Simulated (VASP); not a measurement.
# HfO2: single point with PBE

HfO2:

```
Hf O
1.0
     3.58158    0.00000    0.00000
     0.00000    3.58158    0.00000
     0.00000    0.00000    5.20611
Hf O
2 4
Cartesian
  1.7908 1.7908 2.6031
  0.0000 0.0000 0.0000
  0.0000 1.7908 3.6298
  1.7908 0.0000 4.1794
  1.7908 0.0000 1.5764
  0.0000 1.7908 1.0267
```

```yaml
Program: VASP 6.6.1
Task: single point
Functional: PBE
Potentials_or_basis: VASP PAW PBE potentials, release 64 (Hf_pv, O)
Cutoff: 520 eV
k_mesh: 6 × 6 × 4
Occupations: gaussian, width 0.01 eV
Spin: no spin polarisation
```

| Item | Value |
| --- | --- |
| Pressure | 1.4 GPa |
| Largest force | 0.013 eV/Å |
| Band gap on the k mesh | 4.67 eV (least direct gap 4.75 eV) |

Forces in eV/Å, atoms in the order of the input:
```
Hf   0.000  0.000  0.000
Hf   0.000  0.000  0.000
O    0.000  0.000 -0.013
O    0.000  0.000  0.013
O    0.000  0.000  0.013
O    0.000  0.000 -0.013
```

Stress tensor (GPa, compression positive):
```
1.40 0.00 0.00
0.00 1.40 0.00
0.00 0.00 1.28
```

Levels at points of the mesh, in eV from the valence-band top:
```
           k point  band 20  band 21  band 22  band 23  band 24  band 25
(0.00, 0.00, 0.00)    -0.13    -0.08    -0.08     4.67     4.69     5.88
(0.50, 0.00, 0.00)    -1.42    -0.14    -0.14     5.07     5.07     6.06
(0.50, 0.50, 0.00)    -0.78    -0.55    -0.55     5.69     5.69     6.04
(0.00, 0.00, 0.50)    -0.65     0.00     0.00     5.32     5.32     5.61
(0.50, 0.00, 0.50)    -1.38    -0.95    -0.95     5.20     5.20     5.56
(0.50, 0.50, 0.50)    -1.40    -0.06    -0.06     5.88     5.88     6.22
```

Wall time 100 s on 1 thread of AMD EPYC 7R13 (shared host), peak memory 0.18 GiB.

Caveat: spin-orbit coupling is left out, which moves the levels of the heavy elements. A k mesh can miss the band edges.
